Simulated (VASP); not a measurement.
PdPt2: relaxation of cell and atoms with PBE

The system is PdPt2.

```
Pd Pt
1.0
     2.77548    0.00000    0.00000
     0.00000    2.77548    0.00000
     0.00000    0.00000    5.72651
Pd Pt
1 2
Direct
  0.00000 0.00000 0.00000
  0.50000 0.50000 0.29500
  0.50000 0.50000 0.70500
```

```
Program                : VASP 6.6.1
Task                   : relaxation of cell and atoms
Functional             : PBE
Potentials or basis    : VASP PAW PBE potentials, release 64 (Pd, Pt)
Cutoff                 : 600 eV
k mesh                 : 6 × 6 × 4
Occupations            : gaussian, width 0.1 eV
Spin                   : no spin polarisation
Dipole correction      : no
Further INCAR settings : ALGO = Fast; EDIFF = 1e-06; IBRION = 2; EDIFFG = -0.04; NSW = 90; ISIF = 3
```

* Relaxed volume: 16.37 Å³/atom
* Relaxed cell: a = 2.733 Å, b = 2.733 Å, c = 6.574 Å, α = 90.00°, β = 90.00°, γ = 90.00°
* Space group after relaxing (to 0.05 Å): P4/mmm (No. 123)
* Energy gained by relaxing: 331.4 meV/atom
* Ionic steps: 12
* Pressure after relaxing: -0.1 GPa
* Largest force after relaxing: 0.013 eV/Å
* Band gap on the k mesh: zero (band 15 reaches 10.56 eV, above the bottom of band 16 at 8.51 eV)

Forces on the atoms (eV/Å):
```
Pd   0.000  0.000  0.000
Pt   0.000  0.000 -0.013
Pt   0.000  0.000  0.013
```

The path:
```csv
step,energy change (eV),largest force (eV/Å),pressure (GPa),volume (Å³)
1,0.0000,0.2980,37.64,44.11
2,1.4542,0.1991,-25.73,69.56
3,-0.7934,0.5010,-6.03,51.77
4,-0.8060,0.4951,-3.56,51.03
5,-0.8073,0.4907,-2.42,50.74
6,-0.9348,0.5825,-0.62,49.69
7,-0.9651,0.6513,1.37,48.97
8,-0.9657,0.6703,1.86,48.83
9,-0.9878,0.0470,-2.72,49.76
10,-0.9894,0.1811,-1.82,49.57
11,-0.9888,0.2574,1.79,48.62
12,-0.9942,0.0129,-0.11,49.10
```

Final structure:
```
Pd Pt
1.0
     2.73271    0.00000    0.00000
     0.00000    2.73271    0.00000
     0.00000    0.00000    6.57441
Pd Pt
1 2
Direct
  0.00000 0.00000 0.00000
  0.50000 0.50000 0.30607
  0.50000 0.50000 0.69393
```

Levels at points of the mesh, in eV from the Fermi level:
```
           k point  band 11  band 12  band 13  band 14  band 15  band 16  band 17  band 18  band 19
(0.00, 0.00, 0.00)    -1.93    -1.54    -1.06    -1.06     0.06     0.10     0.37     0.37    10.24
(0.50, 0.00, 0.00)    -1.84    -0.79    -0.43    -0.38     0.92     1.41     1.52     2.83     3.59
(0.50, 0.50, 0.00)    -0.20     0.08     0.13     1.28     1.39     3.34     3.34     8.06     9.22
(0.00, 0.00, 0.50)    -1.05    -0.67    -0.67    -0.57    -0.57    -0.08     0.23     1.40     6.94
(0.50, 0.00, 0.50)    -1.59    -1.59    -0.57    -0.51     0.05     0.21     2.64     3.06     3.60
(0.50, 0.50, 0.50)    -0.68     0.13     0.92     1.28     1.39     5.70     5.70     6.34     6.34
```

Run time: 4.9 min on 1 thread of Intel(R) Xeon(R) Platinum 8488C (Sapphire Rapids), with other jobs on the host, peak memory 0.19 GiB.

Caveat: the k points lie up to 0.38 Å⁻¹ apart in the final cell; spin-orbit coupling is left out, which moves the levels of the heavy elements.
